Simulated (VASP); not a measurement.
Wanted: the native input for a VASP 6.6.1 run.

| Item | Value |
| --- | --- |
| Task | single point |
| Functional | PBE |
| Potentials or basis | VASP PAW PBE potentials, release 64 (Sc_sv, H, Cl) |
| Cutoff | 520 eV |
| k mesh | 3 × 3 × 6 |
| Occupations | gaussian, width 0.1 eV |
| Spin | collinear spin, ferromagnetic start |
| Starting moments | [1.0, 1.0, 1.0, 0.0, 0.0, 0.0] μB |
| Dipole correction | no |
| Further INCAR settings | ALGO = Normal; EDIFF = 1e-07; NBANDS = 34 |

The structure of Sc3H2Cl lies in POSCAR:

```
Sc3H2Cl
1.0
    5.9919507922      0.0000000000      0.0000000000
   -2.9959753961      5.1891816042      0.0000000000
    0.0000000000      0.0000000000      3.0851964129
Sc H Cl
3 2 1
Direct
    0.5000000000      0.5000000000      0.5000000000
    0.0000000000      0.5000000000      0.5000000000
    0.5000000000      0.0000000000      0.5000000000
    0.3333333333      0.6666666667      0.0000000000
    0.6666666667      0.3333333333      0.0000000000
    0.0000000000      0.0000000000      0.0000000000
```

The input as run:

INCAR

```
  PREC = Accurate
  ENCUT = 520
  EDIFF = 1E-7
  ISMEAR = 0
  SIGMA = 0.1
  LREAL = False
  LASPH = True
  NELM = 150
  ALGO = Normal
  ISIF = 2
  LWAVE = False
  LCHARG = False
  ISPIN = 2
  MAGMOM = 1 1 1 0 0 0
  LORBIT = 11
  LMAXMIX = 4
  GGA = PE
  NBANDS = 34
```

KPOINTS

```
regular mesh
0
Gamma
  3 3 6
```

Potentials or basis: VASP PAW PBE potentials, release 64 (Sc_sv, H, Cl).

Run with:

```console
$ cat potpaw_PBE.64/Sc_sv/POTCAR potpaw_PBE.64/H/POTCAR potpaw_PBE.64/Cl/POTCAR > POTCAR
$ mpirun -np 1 vasp_std > vasp.out
```

It gave:

The pressure is 0.0 GPa. The net moment is 1.91 μB per cell. The site moments are Sc +0.46; H -0.01; Cl -0.01 μB and the valence electrons inside the program's atomic spheres are Sc 9.51; H 0.51; Cl 5.04.

Caveat: the k points lie up to 0.40 Å⁻¹ apart.

It took 46 s on 1 thread of Intel(R) Xeon(R) 6975P-C (Granite Rapids), on a shared host, peak memory 0.29 GiB.
